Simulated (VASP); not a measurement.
# AlIn2AsP2 (an interface model) in VASP: single point with PBEsol

Aim: the single point of AlIn2AsP2 (an interface model) with PBEsol.

Program: VASP 6.6.1. These are calculated values, not measurements. Logs are shortened: lines on timing, memory, paths and dates and some standing lists are left out, and cuts for length are marked.

### Step 1. The cell of the first run

The cell holds layers of an interface, 12 atoms: a = 4.012 Å, b = 4.012 Å, c = 20.480 Å, α = 90.00°, β = 90.00°, γ = 120.00°.

### Step 2. Single point, PBEsol

Contents of INCAR:

```
ALGO = Normal
EDIFF = 1E-6
ENCUT = 520
GGA = PS
ISIF = 2
ISMEAR = -1
LASPH = T
LCHARG = F
LREAL = F
LWAVE = F
NBANDS = 56
NELM = 100
PREC = Accurate
SIGMA = 0.05
```

Contents of KPOINTS:

```
k-points
0
Gamma
  3 3 3
```

Contents of POSCAR:

```
AlIn2AsP2
1.0
    2.8370490000     -2.8370490000      0.0000000000
    0.0000000000      2.8370490000     -2.8370490000
   11.8239910000     11.8239910000     11.8239910000
In P Al As
4 4 2 2
Direct
    0.0257270000      0.0000260000      0.0051890000
    0.0594940000      0.0157020000      0.5041450000
    0.3155110000      0.6596100000      0.1670710000
    0.6584840000      0.3450560000      0.3391110000
    0.9778840000      0.9679990000      0.1246200000
    0.0272170000      0.0462820000      0.6350370000
    0.3282740000      0.6498040000      0.3044740000
    0.6687060000      0.3325530000      0.4635390000
    0.3506700000      0.6998510000      0.6720620000
    0.6574310000      0.3338110000      0.8409580000
    0.3245480000      0.6615580000      0.8053260000
    0.7049260000      0.3381260000      0.9600280000
```

Potentials or basis: VASP PAW PBE potentials, release 64 (In_d, P, Al, As).

On the command line:

```
$ cat potpaw_PBE.64/In_d/POTCAR potpaw_PBE.64/P/POTCAR potpaw_PBE.64/Al/POTCAR potpaw_PBE.64/As/POTCAR > POTCAR
$ mpirun -np 1 vasp_std > vasp.out
```

OUTCAR:

```text
EDIFF = 1E-6
   ENCUT = 520
   GGA = PS
   ISIF = 2
   ISMEAR = -1
   LASPH = T
   LREAL = F
   NELM = 100
   PREC = Accurate

 ion  position               nearest neighbor table
   1  0.026  0.000  0.005-   5 2.45  12 2.47  12 2.48  12 2.53   3 3.97
   2  0.059  0.016  0.504-   8 2.27   8 2.52   8 2.60   6 2.69   4 3.97
   3  0.316  0.660  0.167-   5 2.41   5 2.46   5 2.56   7 2.82   1 3.97
   4  0.658  0.345  0.339-   7 2.32   7 2.44   7 2.52   8 2.55   2 3.97
   5  0.978  0.968  0.125-   3 2.41   1 2.45   3 2.46   3 2.56
   6  0.027  0.046  0.635-   9 2.39   9 2.45   9 2.47   2 2.69
   7  0.328  0.650  0.304-   4 2.32   4 2.44   4 2.52   3 2.82
   8  0.669  0.333  0.464-   2 2.27   2 2.52   4 2.55   2 2.60
   9  0.351  0.700  0.672-   6 2.39   6 2.45   6 2.47  11 2.73
  10  0.657  0.334  0.841-  11 2.41  11 2.43  12 2.45  11 2.45
  11  0.325  0.662  0.805-  10 2.41  10 2.43  10 2.45   9 2.73
  12  0.705  0.338  0.960-  10 2.45   1 2.47   1 2.48   1 2.53

  LATTYP: Found a hexagonal cell.
 ALAT       =     4.0121931729
 C/A-ratio  =     5.1043786472

  Lattice vectors:

 A1 = (   2.8370490000,  -2.8370490000,   0.0000000000)
 A2 = (   0.0000000000,   2.8370490000,  -2.8370490000)
 A3 = (  11.8239910000,  11.8239910000,  11.8239910000)

Analysis of symmetry for initial positions (statically):
=====================================================================
 Subroutine PRICEL returns:
 Original cell was already a primitive cell.

 Routine SETGRP: Setting up the symmetry group for a
 hexagonal supercell.

 Subroutine GETGRP returns: Found  1 space group operations
 (whereof  1 operations were pure point group operations)
 out of a pool of 24 trial point group operations.

The static configuration has the point symmetry C_1 .

Analysis of symmetry for dynamics (positions and initial velocities):
=====================================================================
 Subroutine PRICEL returns:
 Original cell was already a primitive cell.

 Routine SETGRP: Setting up the symmetry group for a
 hexagonal supercell.

 Subroutine GETGRP returns: Found  1 space group operations
 (whereof  1 operations were pure point group operations)
 out of a pool of 24 trial point group operations.

The dynamic configuration has the point symmetry C_1 .

 Subroutine INISYM returns: Found  1 space group operations
 (whereof  1 operations are pure point group operations),
 and found     1 'primitive' translations

----------------------------------------------------------------------------------------

                                     Primitive cell

  volume of cell :     285.5085

  direct lattice vectors                    reciprocal lattice vectors
     2.837049000 -2.837049000  0.000000000     0.234985954 -0.117492977 -0.117492977
     0.000000000  2.837049000 -2.837049000     0.117492977  0.117492977 -0.234985954
    11.823991000 11.823991000 11.823991000     0.028191271  0.028191271  0.028191271

  length of vectors
     4.012193173  4.012193173 20.479753160     0.287797842  0.287797842  0.048828714

  position of ions in fractional coordinates (direct lattice)
     0.025727000  0.000026000  0.005189000
     0.059494000  0.015702000  0.504145000
     0.315511000  0.659610000  0.167071000
     0.658484000  0.345056000  0.339111000
     0.977884000  0.967999000  0.124620000
     0.027217000  0.046282000  0.635037000
     0.328274000  0.649804000  0.304474000
     0.668706000  0.332553000  0.463539000
     0.350670000  0.699851000  0.672062000
     0.657431000  0.333811000  0.840958000
     0.324548000  0.661558000  0.805326000
     0.704926000  0.338126000  0.960028000

  ion indices of the primitive-cell ions
   primitive index   ion index
                 1           1
                 2           2
                 3           3
                 4           4
                 5           5
                 6           6
                 7           7
                 8           8
                 9           9
                10          10
                11          11
                12          12

----------------------------------------------------------------------------------------

 KPOINTS: k-points

Automatic generation of k-mesh.
 Grid dimensions read from file:
 generate k-points for:    3    3    3

 Generating k-lattice:

  Cartesian coordinates                     Fractional coordinates (reciprocal lattice)
     0.078328651 -0.039164326 -0.039164326     0.333333333  0.000000000  0.000000000
     0.039164326  0.039164326 -0.078328651     0.000000000  0.333333333  0.000000000
     0.009397090  0.009397090  0.009397090     0.000000000  0.000000000  0.333333333

  Length of vectors
     0.095932614  0.095932614  0.016276238

  Shift w.r.t. Gamma in fractional coordinates (k-lattice)
     0.000000000  0.000000000  0.000000000

 Subroutine IBZKPT returns following result:
 ===========================================

 Found     14 irreducible k-points:

 Following reciprocal coordinates:
            Coordinates               Weight
  0.000000  0.000000  0.000000      1.000000
  0.333333  0.000000  0.000000      2.000000
  0.000000  0.333333  0.000000      2.000000
 -0.333333  0.333333  0.000000      2.000000
  0.333333  0.333333  0.000000      2.000000
  0.000000  0.000000  0.333333      2.000000
  0.333333  0.000000  0.333333      2.000000
  0.000000  0.333333  0.333333      2.000000
 -0.333333  0.333333  0.333333      2.000000
 -0.333333  0.000000  0.333333      2.000000
  0.000000 -0.333333  0.333333      2.000000
  0.333333 -0.333333  0.333333      2.000000
  0.333333  0.333333  0.333333      2.000000
 -0.333333 -0.333333  0.333333      2.000000
   k-points           NKPTS =     14   k-points in BZ     NKDIM =     14   number of bands    NBANDS=     56
   number of dos      NEDOS =    301   number of ions     NIONS =     12
   total plane-waves  NPLWV = 144000
   dimension x,y,z NGX =    30 NGY =   30 NGZ =  160
   dimension x,y,z NGXF=    60 NGYF=   60 NGZF=  320
   ions per type =               4   4   2   2
   NGX,Y,Z   is equivalent  to a cutoff of  12.43, 12.43, 12.99 a.u.
   NGXF,Y,Z  is equivalent  to a cutoff of  24.86, 24.86, 25.98 a.u.
 SYSTEM =  unknown system
   PREC   = accura    normal or accurate (medium, high low for compatibility)
   ISTART =      0    job   : 0-new  1-cont  2-samecut
   ICHARG =      2    charge: 1-file 2-atom 10-const
   ISPIN  =      1    spin polarized calculation?
   LNONCOLLINEAR =      F non collinear calculations
   LSORBIT =      F    spin-orbit coupling
   LASPH  =      T    aspherical Exc in radial PAW
   ENCUT  =  520.0 eV  38.22 Ry    6.18 a.u.   7.46  7.46 38.08*2*pi/ulx,y,z
   NELM   =    100;   NELMIN=  2; NELMDL= -5     # of ELM steps
   EDIFF  = 0.1E-05   stopping-criterion for ELM
   LREAL  =      F    real-space projection
   EDIFFG = 0.1E-04   stopping-criterion for IOM
   NSW    =      0    number of steps for IOM
   IBRION =     -1    ionic relax: 0-MD 1-quasi-New 2-CG
   NFREE  =      0    steps in history (QN), initial steepest desc. (CG)
   ISIF   =      2    stress and relaxation
   ISYM   =      2    0-nonsym 1-usesym 2-fastsym
   POTIM  = 0.5000    time-step for ionic-motion
   TEBEG  =    0.0;   TEEND  =   0.0 temperature during run
   PSTRESS=    0.0 pullay stress
   NELECT =      88.0000    total number of electrons
   NUPDOWN=      -1.0000    fix difference up-down
   EMIN   =  10.00;   EMAX   =-10.00  energy-range for DOS
   EFERMI =   0.00;   METHOD = LEGACY
   ISMEAR =    -1;   SIGMA  =   0.05  broadening in eV -4-tet -1-fermi 0-gaus
   EFERMI_NEDOS =   21; number of points for ismear=-14 and -15
   IALGO  =     38    algorithm
   IMIX   =      4    mixing-type and parameters
     AMIX     =   0.40;   BMIX     =  1.00
     AMIX_MAG =   1.60;   BMIX_MAG =  1.00
  volume/ion in A,a.u.               =      23.79       160.56
  Fermi-wavevector in a.u.,A,eV,Ry     =   1.105850  2.089753 16.638609  1.222903
  Thomas-Fermi vector in A             =   2.242342
   LORBIT       =      0    0 simple, 1 ext, 2 COOP (PROOUT), +10 PAW based schemes
   GGA     = PS    functional components
   LHFCALC =     F    Hartree Fock is set to
   AEXX    =    0.0000 exact exchange contribution
   IVDW    =     0    specifies the selected vdW correction
   LEPSILON=     F    determine dielectric tensor
   LRPA    =     F    only Hartree local field effects (RPA)
 non-spin polarized calculation
  energy-cutoff  :      520.00
  volume of cell :      285.51
 maximum number of plane-waves:      7732
 NGX is ok and might be reduce to    30
   NGX = 15   NGY = 15   NGZ = 77

 number of electron      88.0000019 magnetization

 Free energy of the ion-electron system (eV)
  ---------------------------------------------------
  ext. energy  EPLUGINS =         0.00000000
  ---------------------------------------------------
  free energy    TOTEN  =       -54.07897985 eV

  energy without entropy =      -54.07885735  energy(sigma->0) =      -54.07891860

 E-fermi :   5.7217     XC(G=0):  -9.4628

 val. band max:        5.3553621348   @ k =   0.0000   0.0000   0.0000
 cond. band min:       6.0299602290   @ k =   0.0000   0.0000   0.0000
 fundamental gap:      0.6745980942
 Fermi energy:         5.7216552418

 k-point     1 :       0.0000    0.0000    0.0000
  band No.  band energies     occupation
      1      -9.5506      2.00000
      2      -9.5034      2.00000
      3      -9.4725      2.00000
      4      -9.4447      2.00000
      5      -9.4018      2.00000
      6      -9.3728      2.00000
[... 48 lines left out ...]
     55       9.2821      0.00000
     56       9.3637      0.00000

 k-point     2 :       0.3333    0.0000    0.0000
  band No.  band energies     occupation
      1      -9.6234      2.00000
      2      -9.6004      2.00000
      3      -9.5449      2.00000
      4      -9.4246      2.00000
      5      -9.3810      2.00000
      6      -9.3383      2.00000
[... 48 lines left out ...]
     55       9.6135      0.00000
     56      10.0116      0.00000

 k-point     3 :       0.0000    0.3333    0.0000
  band No.  band energies     occupation
      1      -9.6192      2.00000
      2      -9.5915      2.00000
      3      -9.5346      2.00000
      4      -9.4268      2.00000
      5      -9.4078      2.00000
      6      -9.3414      2.00000
[... 582 lines left out ...]
 k-point    13 :       0.3333    0.3333    0.3333
  band No.  band energies     occupation
      1      -9.6451      2.00000
      2      -9.5924      2.00000
      3      -9.5651      2.00000
      4      -9.4510      2.00000
      5      -9.3777      2.00000
      6      -9.3083      2.00000
[... 48 lines left out ...]
     55      10.4489      0.00000
     56      10.5541      0.00000

 k-point    14 :      -0.3333   -0.3333    0.3333
  band No.  band energies     occupation
      1      -9.6451      2.00000
      2      -9.5924      2.00000
      3      -9.5651      2.00000
      4      -9.4510      2.00000
      5      -9.3777      2.00000
      6      -9.3083      2.00000
[... 48 lines left out ...]
     55      10.4513      0.00000
     56      10.5849      0.00000

------------------------ aborting loop because EDIFF is reached ----------------------------------------

  FORCE on cell =-STRESS in cart. coord.  units (eV):
  Direction    XX          YY          ZZ          XY          YZ          ZX
  --------------------------------------------------------------------------------------
  -------------------------------------------------------------------------------------
  Total        8.1192582      8.3928859      8.1503534     -8.3671137     -4.1941848     -4.7873180
  in kB       45.5625390     47.0980451     45.7370349    -46.9534202    -23.5363508    -26.8648141
  external PRESSURE =      46.1325396 kB  Pullay stress =       0.0000000 kB

 VOLUME and BASIS-vectors are now :
 -----------------------------------------------------------------------------
  energy-cutoff  :      520.00
  volume of cell :      285.51
      direct lattice vectors                 reciprocal lattice vectors
     2.837049000 -2.837049000  0.000000000     0.234985954 -0.117492977 -0.117492977
     0.000000000  2.837049000 -2.837049000     0.117492977  0.117492977 -0.234985954
    11.823991000 11.823991000 11.823991000     0.028191271  0.028191271  0.028191271

 POSITION                                       TOTAL-FORCE (eV/Angst)
 -----------------------------------------------------------------------------------
      0.13434     -0.01156      0.06128         0.425041     -0.234155     -0.106289
      6.12979      5.83677      5.91646        -1.377570      2.161544      1.679524
      2.87057      2.95167      0.10410         0.729380      0.149319      1.421785
      5.87780      3.12043      3.03070         0.838359     -0.743072      1.454249
      4.24781      1.44546     -1.27275         0.345223      0.862004     -0.390901
      7.58589      7.56276      7.37737        -0.221849     -0.205786      0.352336
      4.53143      4.51229      1.75657        -1.538329      0.116897     -2.160765
      7.37803      4.52720      4.53741         1.783371     -1.657169     -1.308334
      8.94132      8.93710      5.96094         0.486144      0.370729      0.086110
     11.80864      9.02535      8.99644         0.104904     -0.186880      0.224543
     10.44293     10.47828      7.64529        -0.651830     -0.498049     -0.939347
     13.35127     10.31073     10.39208        -0.922845     -0.135383     -0.312911
 -----------------------------------------------------------------------------------
    total drift:                                0.000601      0.000607      0.001232

  FREE ENERGIE OF THE ION-ELECTRON SYSTEM (eV)
  ---------------------------------------------------
  free  energy   TOTEN  =       -54.0789798531 eV

  energy  without entropy=      -54.0788573497  energy(sigma->0) =      -54.07891860
```

Run time: 4.7 min. Hardware: 1 thread of Intel Xeon Platinum 8375C at 2.90GHz (Ice Lake), shared host; peak memory 0.48 GiB.

What came out:

| Item | Value |
| --- | --- |
| Free energy | -54.0790 eV |
| Pressure | 4.6 GPa |
| Largest force | 3.064 eV/Å |
| Band gap on the k mesh | 0.67 eV |

Forces in eV/Å, atoms in the order of the input:
```
In   0.425 -0.234 -0.106
In  -1.378  2.162  1.680
In   0.729  0.149  1.422
In   0.838 -0.743  1.454
P    0.345  0.862 -0.391
P   -0.222 -0.206  0.352
P   -1.538  0.117 -2.161
P    1.783 -1.657 -1.308
Al   0.486  0.371  0.086
Al   0.105 -0.187  0.225
As  -0.652 -0.498 -0.939
As  -0.923 -0.135 -0.313
```

Stress tensor (GPa, compression positive):
```
 4.56 -4.70 -2.69
-4.70  4.71 -2.35
-2.69 -2.35  4.57
```

Levels at points of the mesh, in eV from the valence-band top:
```csv
k point,band 41,band 42,band 43,band 44,band 45,band 46,band 47,band 48
"(0.00, 0.00, 0.00)",-0.37,-0.21,-0.13,0.00,0.67,1.39,1.58,1.65
```

Caveat: the k points lie up to 0.60 Å⁻¹ apart; semilocal functionals underestimate gaps, and a narrow one can read as zero; the PAW data sets were made with another functional, which shifts forces and pressure a little; spin-orbit coupling is left out, which moves the levels of the heavy elements.
